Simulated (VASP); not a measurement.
Wanted: the native input for a VASP 6.6.1 run.

- Task: single point
- Functional: PBE
- Potentials or basis: VASP PAW PBE potentials, release 64 (Au)
- Cutoff: 500 eV
- k mesh: 7 × 7 × 4, shifted
- Occupations: fermi-dirac, width 0.0783 eV
- Spin: no spin polarisation
- Dipole correction: no
- Further INCAR settings: ALGO = Normal; EDIFF = 1e-06; NBANDS = 18; ISYM = -1

The structure of Au lies in POSCAR:

```
Au
1.0
    2.7632870000      0.0000000000      0.0000000000
   -1.3816430000      2.3930770000      0.0000000000
    0.0000000000      0.0000000000      4.4594190000
Au
2
Direct
    0.3333000000      0.6667000000      0.2500000000
    0.6666000000      0.3333000000      0.7500000000
```

This isn't the form of Au at room conditions, which is fcc.

One way to write it, as run:

INCAR

```
SYSTEM = Au
ALGO = Normal ; EDIFF = 1E-6
ENCUT = 500 ; GGA = PE
GGA_COMPAT = .False. ; ISIF = 2
ISMEAR = -1 ; ISYM = -1
LASPH = .True. ; LCHARG = .False.
LREAL = .False. ; LWAVE = .False.
NBANDS = 18 ; NELM = 120
PREC = Accurate ; SIGMA = 0.0783
```

KPOINTS

```
explicit points
98
Reciprocal
  0.07142857   0.07142857   0.12500000 2
  0.07142857   0.07142857   0.37500000 2
  0.07142857   0.07142857   0.62500000 2
  0.07142857   0.07142857   0.87500000 2
  0.07142857   0.21428571   0.12500000 2
  0.07142857   0.21428571   0.37500000 2
  0.07142857   0.21428571   0.62500000 2
  0.07142857   0.21428571   0.87500000 2
  0.07142857   0.35714286   0.12500000 2
  0.07142857   0.35714286   0.37500000 2
  0.07142857   0.35714286   0.62500000 2
  0.07142857   0.35714286   0.87500000 2
  0.07142857   0.50000000   0.12500000 2
  0.07142857   0.50000000   0.37500000 2
  0.07142857   0.50000000   0.62500000 2
  0.07142857   0.50000000   0.87500000 2
  0.07142857   0.64285714   0.12500000 2
  0.07142857   0.64285714   0.37500000 2
  0.07142857   0.64285714   0.62500000 2
  0.07142857   0.64285714   0.87500000 2
  0.07142857   0.78571429   0.12500000 2
  0.07142857   0.78571429   0.37500000 2
  0.07142857   0.78571429   0.62500000 2
  0.07142857   0.78571429   0.87500000 2
  0.07142857   0.92857143   0.12500000 2
  0.07142857   0.92857143   0.37500000 2
  0.07142857   0.92857143   0.62500000 2
  0.07142857   0.92857143   0.87500000 2
  0.21428571   0.07142857   0.12500000 2
  0.21428571   0.07142857   0.37500000 2
  0.21428571   0.07142857   0.62500000 2
  0.21428571   0.07142857   0.87500000 2
  0.21428571   0.21428571   0.12500000 2
  0.21428571   0.21428571   0.37500000 2
  0.21428571   0.21428571   0.62500000 2
  0.21428571   0.21428571   0.87500000 2
  0.21428571   0.35714286   0.12500000 2
  0.21428571   0.35714286   0.37500000 2
  0.21428571   0.35714286   0.62500000 2
  0.21428571   0.35714286   0.87500000 2
  0.21428571   0.50000000   0.12500000 2
  0.21428571   0.50000000   0.37500000 2
  0.21428571   0.50000000   0.62500000 2
  0.21428571   0.50000000   0.87500000 2
  0.21428571   0.64285714   0.12500000 2
  0.21428571   0.64285714   0.37500000 2
  0.21428571   0.64285714   0.62500000 2
  0.21428571   0.64285714   0.87500000 2
  0.21428571   0.78571429   0.12500000 2
  0.21428571   0.78571429   0.37500000 2
  0.21428571   0.78571429   0.62500000 2
  0.21428571   0.78571429   0.87500000 2
  0.21428571   0.92857143   0.12500000 2
  0.21428571   0.92857143   0.37500000 2
  0.21428571   0.92857143   0.62500000 2
  0.21428571   0.92857143   0.87500000 2
  0.35714286   0.07142857   0.12500000 2
  0.35714286   0.07142857   0.37500000 2
  0.35714286   0.07142857   0.62500000 2
  0.35714286   0.07142857   0.87500000 2
  0.35714286   0.21428571   0.12500000 2
  0.35714286   0.21428571   0.37500000 2
  0.35714286   0.21428571   0.62500000 2
  0.35714286   0.21428571   0.87500000 2
  0.35714286   0.35714286   0.12500000 2
  0.35714286   0.35714286   0.37500000 2
  0.35714286   0.35714286   0.62500000 2
  0.35714286   0.35714286   0.87500000 2
  0.35714286   0.50000000   0.12500000 2
  0.35714286   0.50000000   0.37500000 2
  0.35714286   0.50000000   0.62500000 2
  0.35714286   0.50000000   0.87500000 2
  0.35714286   0.64285714   0.12500000 2
  0.35714286   0.64285714   0.37500000 2
  0.35714286   0.64285714   0.62500000 2
  0.35714286   0.64285714   0.87500000 2
  0.35714286   0.78571429   0.12500000 2
  0.35714286   0.78571429   0.37500000 2
  0.35714286   0.78571429   0.62500000 2
  0.35714286   0.78571429   0.87500000 2
  0.35714286   0.92857143   0.12500000 2
  0.35714286   0.92857143   0.37500000 2
  0.35714286   0.92857143   0.62500000 2
  0.35714286   0.92857143   0.87500000 2
  0.50000000   0.07142857   0.12500000 2
  0.50000000   0.07142857   0.37500000 2
  0.50000000   0.07142857   0.62500000 2
  0.50000000   0.07142857   0.87500000 2
  0.50000000   0.21428571   0.12500000 2
  0.50000000   0.21428571   0.37500000 2
  0.50000000   0.21428571   0.62500000 2
  0.50000000   0.21428571   0.87500000 2
  0.50000000   0.35714286   0.12500000 2
  0.50000000   0.35714286   0.37500000 2
  0.50000000   0.35714286   0.62500000 2
  0.50000000   0.35714286   0.87500000 2
  0.50000000   0.50000000   0.12500000 2
  0.50000000   0.50000000   0.37500000 2
```

Potentials or basis: VASP PAW PBE potentials, release 64 (Au).

Run with:

```console
$ cat potpaw_PBE.64/Au/POTCAR > POTCAR
$ mpirun -np 1 vasp_std > vasp.out
```

Results of the run:

```
Pressure               : 49.1 GPa
Largest force          : 0.045 eV/Å
Band gap on the k mesh : zero (bands 11 and 12 overlap by 5.81 eV)
```

Caveat: the stress differs along the axes, from 46 to 55 GPa; spin-orbit coupling is left out, which moves the levels of the heavy elements.

It took 16 s on 1 thread of Intel(R) Xeon(R) 6975P-C (Granite Rapids), on a shared host, peak memory 0.16 GiB.
